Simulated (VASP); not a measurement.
Runs of VASP 6.6.1 on Ti. The structure is that of space group Im-3m (No. 229), or close to it. The cells are those of the table. 

```tsv
cell	gap on the mesh (eV)	pressure (GPa)
a = 2.871 Å, angles 109.1, 109.1, 110.3°, 1 atom	none	(a)
a = 2.730 Å, angles 111.2, 111.2, 106.1°, 1 atom	none	13.3
a = 2.814 Å, angles 109.9, 109.9, 108.7°, 1 atom	none	0.9
a = 2.758 Å, angles 110.7, 110.7, 107.0°, 1 atom	none	(b)
a = 2.786 Å, angles 110.3, 110.3, 107.8°, 1 atom	none	4.5
a = 2.899 Å, angles 108.7, 108.7, 111.1°, 1 atom	none	-8.0
```

Alike in all rows: task single point; level r2SCAN; potentials or basis VASP PAW PBE potentials, release 64 (Ti_sv); no spin polarisation; k mesh 20 × 20 × 20; cutoff (eV) 520; smearing gaussian 0.15 eV.

Q: Estimate the missing entries.

A: (a) -5.5; (b) 8.5.

Caveats: the PAW data sets were made with another functional, which shifts forces and pressure a little; the cell stands under pressure (at least some runs); the cell stands under tension (at least some runs).

A gap of «none» marks levels without a gap at the run's occupations.
